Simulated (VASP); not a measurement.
# HfN (F-43m) in VASP: vibrations by perturbation theory with PBEsol

Aim: the vibrations by perturbation theory of HfN with PBEsol.

All numbers are computed with VASP 6.6.1; they aren't measurements. Logs are shortened: lines on timing, memory, paths and dates and some standing lists are left out, and cuts for length are marked.

### Step 1. The cell of the first run

The structure is cubic, space group F-43m (No. 216). The conventional cell has a = 4.868 Å, b = 4.868 Å, c = 4.868 Å, α = 90.00°, β = 90.00°, γ = 90.00°. Within 2.8 Å of Hf (site symmetry -43m) lie 4 N at 2.11 Å. Within 2.8 Å of N (site symmetry -43m) lie 4 Hf at 2.11 Å.

### Step 2. Vibrations by perturbation theory, PBEsol (phonons by finite displacements)

Contents of INCAR:

```
SYSTEM = HfN
PREC = Accurate ; ENCUT = 520
EDIFF = 1E-8 ; ISMEAR = 0
SIGMA = 0.15 ; LREAL = .False.
LASPH = .True. ; NELM = 100
ALGO = Normal ; ISIF = 2
LWAVE = .False. ; LCHARG = .True.
GGA = PS ; IBRION = 8
NSW = 1
```

Contents of KPOINTS:

```
regular mesh
0
Gamma
  12 12 12
  0 0 0
```

Contents of POSCAR:

```
HfN
1.0
    0.0000000000      2.4337758806      2.4337758806
    2.4337758806      0.0000000000      2.4337758806
    2.4337758806      2.4337758806      0.0000000000
Hf N
1 1
Direct
    0.0000000000      0.0000000000      0.0000000000
    0.2500000000      0.2500000000      0.2500000000
```

Potentials or basis: VASP PAW PBE potentials, release 64 (Hf_pv, N).

Started as:

```bash
$ cat potpaw_PBE.64/Hf_pv/POTCAR potpaw_PBE.64/N/POTCAR > POTCAR
$ mpirun -np 1 vasp_std > vasp.out
```

OUTCAR:

```text
SYSTEM = HfN
   PREC = Accurate
   ENCUT = 520
   EDIFF = 1E-8
   ISMEAR = 0
   LREAL = .False.
   LASPH = .True.
   NELM = 100
   ISIF = 2
   GGA = PS
   IBRION = 8
   NSW = 1

 ion  position               nearest neighbor table
   1  0.000  0.000  0.000-   2 2.11   2 2.11   2 2.11   2 2.11
   2  0.250  0.250  0.250-   1 2.11   1 2.11   1 2.11   1 2.11

  LATTYP: Found a face centered cubic cell.
 ALAT       =     4.8675517612

  Lattice vectors:

 A1 = (   0.0000000000,   2.4337758806,   2.4337758806)
 A2 = (   2.4337758806,   0.0000000000,   2.4337758806)
 A3 = (   2.4337758806,   2.4337758806,   0.0000000000)

Analysis of symmetry for initial positions (statically):
=====================================================================
 Subroutine PRICEL returns:
 Original cell was already a primitive cell.

 Routine SETGRP: Setting up the symmetry group for a
 face centered cubic supercell.

 Subroutine GETGRP returns: Found 24 space group operations
 (whereof 24 operations were pure point group operations)
 out of a pool of 48 trial point group operations.

The static configuration has the point symmetry T_d .

Analysis of symmetry for dynamics (positions and initial velocities):
=====================================================================
 Subroutine PRICEL returns:
 Original cell was already a primitive cell.

 Routine SETGRP: Setting up the symmetry group for a
 face centered cubic supercell.

 Subroutine GETGRP returns: Found 24 space group operations
 (whereof 24 operations were pure point group operations)
 out of a pool of 48 trial point group operations.

The dynamic configuration has the point symmetry T_d .

 Subroutine INISYM returns: Found 24 space group operations
 (whereof 24 operations are pure point group operations),
 and found     1 'primitive' translations

----------------------------------------------------------------------------------------

                                     Primitive cell

  volume of cell :      28.8318

  direct lattice vectors                    reciprocal lattice vectors
     0.000000000  2.433775881  2.433775881    -0.205442089  0.205442089  0.205442089
     2.433775881  0.000000000  2.433775881     0.205442089 -0.205442089  0.205442089
     2.433775881  2.433775881  0.000000000     0.205442089  0.205442089 -0.205442089

  length of vectors
     3.441878858  3.441878858  3.441878858     0.355836135  0.355836135  0.355836135

  position of ions in fractional coordinates (direct lattice)
     0.000000000  0.000000000  0.000000000
     0.250000000  0.250000000  0.250000000

  ion indices of the primitive-cell ions
   primitive index   ion index
                 1           1
                 2           2

----------------------------------------------------------------------------------------

 KPOINTS: regular mesh

Automatic generation of k-mesh.
 Grid dimensions read from file:
 generate k-points for:   12   12   12

 Generating k-lattice:

  Cartesian coordinates                     Fractional coordinates (reciprocal lattice)
    -0.017120174  0.017120174  0.017120174     0.083333333  0.000000000  0.000000000
     0.017120174 -0.017120174  0.017120174     0.000000000  0.083333333  0.000000000
     0.017120174  0.017120174 -0.017120174     0.000000000  0.000000000  0.083333333

  Length of vectors
     0.029653011  0.029653011  0.029653011

  Shift w.r.t. Gamma in fractional coordinates (k-lattice)
     0.000000000  0.000000000  0.000000000

[... 81 lines left out ...]
 non-spin polarized calculation
 Gauss-broadening in eV      SIGMA  =   0.15
  energy-cutoff  :      520.00
  volume of cell :       28.83
 maximum number of plane-waves:       794
 NGX is ok and might be reduce to    28
   NGX = 13   NGY = 13   NGZ = 13

--------------------------------------- Ionic step        1  -------------------------------------------

 number of electron      15.0000002 magnetization

 Free energy of the ion-electron system (eV)
  ---------------------------------------------------
  ext. energy  EPLUGINS =         0.00000000
  ---------------------------------------------------
  free energy    TOTEN  =       -22.26792503 eV

  energy without entropy =      -22.25694170  energy(sigma->0) =      -22.26243337

 E-fermi :   5.8076     XC(G=0): -11.5203

 val. band max:        5.7039076274   @ k =  -0.4167   0.2500   0.0833
 cond. band min:       5.8167127262   @ k =   0.4167   0.2500   0.0833
 fundamental gap:      0.1128050988
 Fermi energy:         5.8075730689

 k-point     1 :       0.0000    0.0000    0.0000
  band No.  band energies     occupation
      1     -25.1637      2.00000
      2     -25.1637      2.00000
      3     -25.1637      2.00000
      4     -10.4288      2.00000
      5       0.2289      2.00000
      6       0.2289      2.00000
      7       0.2289      2.00000
      8       5.1317      2.00000
      9       8.0652      0.00000
     10       8.0652      0.00000
     11      12.5564      0.00000
[... 309 lines left out ...]
 k-point    24 :      -0.4167    0.1667    0.0000
  band No.  band energies     occupation
      1     -25.6472      2.00000
      2     -25.3253      2.00000
      3     -25.2511      2.00000
      4      -9.1332      2.00000
      5       0.1480      2.00000
      6       0.6335      2.00000
      7       1.1077      2.00000
      8       6.3408      0.00000
      9       8.0653      0.00000
     10       8.3646      0.00000
     11      11.4759      0.00000

 [... further k-points ...]

------------------------ aborting loop because EDIFF is reached ----------------------------------------

  FORCE on cell =-STRESS in cart. coord.  units (eV):
  Direction    XX          YY          ZZ          XY          YZ          ZX
  --------------------------------------------------------------------------------------
  -------------------------------------------------------------------------------------
  Total       -0.1467324     -0.1467324     -0.1467324     -0.0000000      0.0000000      0.0000000
  in kB       -8.1538917     -8.1538917     -8.1538917     -0.0000000      0.0000000      0.0000000
  external PRESSURE =      -8.1538917 kB  Pullay stress =       0.0000000 kB

 VOLUME and BASIS-vectors are now :
 -----------------------------------------------------------------------------
  energy-cutoff  :      520.00
  volume of cell :       28.83
      direct lattice vectors                 reciprocal lattice vectors
     0.000000000  2.433775881  2.433775881    -0.205442089  0.205442089  0.205442089
     2.433775881  0.000000000  2.433775881     0.205442089 -0.205442089  0.205442089
     2.433775881  2.433775881  0.000000000     0.205442089  0.205442089 -0.205442089

 POSITION                                       TOTAL-FORCE (eV/Angst)
 -----------------------------------------------------------------------------------
      0.00000      0.00000      0.00000         0.000000      0.000000      0.000000
      1.21689      1.21689      1.21689        -0.000000     -0.000000     -0.000000
 -----------------------------------------------------------------------------------
    total drift:                               -0.000000     -0.000000     -0.000000

  FREE ENERGIE OF THE ION-ELECTRON SYSTEM (eV)
  ---------------------------------------------------
  free  energy   TOTEN  =       -22.2679250335 eV

  energy  without entropy=      -22.2569417043  energy(sigma->0) =      -22.26243337

[... ionic steps 2 to 3 ...]

--------------------------------------- Ionic step        4  -------------------------------------------

------------------------ aborting loop because EDIFF is reached ----------------------------------------

[... ionic steps 5 to 6 ...]

--------------------------------------- Ionic step        7  -------------------------------------------

 Free energy of the ion-electron system (eV)
  ---------------------------------------------------
  ---------------------------------------------------
  free energy    TOTEN  =        -0.23591440 eV

  energy without entropy =       -0.23591440

------------------------ aborting loop because EDIFF is reached ----------------------------------------

 INTERNAL STRAIN TENSOR  FOR ION    2  DIRECTION 1   (eV/Angst):
 -----------------------------------------------------------------------------
     0.00045  0.00000 -0.00000
     0.00000 -0.00086-10.76956
    -0.00000-10.76956 -0.00086

 INTERNAL STRAIN TENSOR FOR ION    2 for displacements in x,y,z  (eV/Angst):
          X           Y           Z          XY          YZ          ZX
  --------------------------------------------------------------------------------
  x    -0.00000    -0.00000    -0.00000    -0.00000   -10.76956     0.00000
  y    -0.00000    -0.00000    -0.00000     0.00000    -0.00000   -10.76956
  z    -0.00000    -0.00000    -0.00000   -10.76956     0.00000     0.00000

 SECOND DERIVATIVES (NOT SYMMETRIZED)
 ------------------------------------
               1X          1Y          1Z          2X          2Y          2Z
  1X   -11.051823    0.000000    0.000000   11.051823    0.000000    0.000000
  1Y     0.000000  -11.051823    0.000000    0.000000   11.051823    0.000000
  1Z     0.000000    0.000000  -11.051823    0.000000    0.000000   11.051823
  2X    11.059706    0.000000    0.000000  -11.059706    0.000000    0.000000
  2Y     0.000000   11.059706    0.000000    0.000000  -11.059706    0.000000
  2Z     0.000000    0.000000   11.059706    0.000000    0.000000  -11.059706

 Eigenvectors and eigenvalues of the dynamical matrix
 ----------------------------------------------------

   1 f  =   14.428793 THz    90.658781 2PiTHz  481.292732 cm-1    59.672667 meV
             X         Y         Z           dx          dy          dz
      0.000000  0.000000  0.000000     0.000000    0.269607    0.000000
      1.216888  1.216888  1.216888     0.000000   -0.962971    0.000000
[... 21 lines left out ...]
   6 f/i=    0.001336 THz     0.008392 2PiTHz    0.044551 cm-1     0.005524 meV
             X         Y         Z           dx          dy          dz
      0.000000  0.000000  0.000000     0.000000   -0.962971    0.000000
      1.216888  1.216888  1.216888     0.000000   -0.269607    0.000000

--------------------------------------------------------------------------------------------------------

 ELASTIC MODULI CONTR FROM IONIC RELAXATION (kBar)
 Direction    XX          YY          ZZ          XY          YZ          ZX
 --------------------------------------------------------------------------------
 XX          -0.0000      0.0000      0.0000     -0.0000      0.0000     -0.0000
 YY           0.0000     -0.0000      0.0000     -0.0000     -0.0000      0.0000
 ZZ           0.0000      0.0000     -0.0000      0.0000     -0.0000     -0.0000
 XY          -0.0000     -0.0000      0.0000   -534.4749      0.0000      0.0000
 YZ           0.0000     -0.0000     -0.0000      0.0000   -534.4749      0.0000
 ZX          -0.0000      0.0000     -0.0000      0.0000      0.0000   -534.4749
 --------------------------------------------------------------------------------
```

It took 3.5 min on 1 thread of Intel Xeon Platinum 8488C (Sapphire Rapids), shared host; peak memory 0.35 GiB.

Results:

```
Highest phonon frequency at Γ, LO-TO splitting left out : 481 cm⁻¹
```

Phonon frequencies in cm⁻¹ (negative: imaginary):
```csv
q point,frequencies
"(0.000, 0.000, 0.000)",0 0 0 481 481 481
```

Caveat: the cell differs from its parent crystal (phonons by finite displacements); the PAW data sets were made with another functional, which shifts forces and pressure a little; spin-orbit coupling is left out, which moves the levels of the heavy elements.
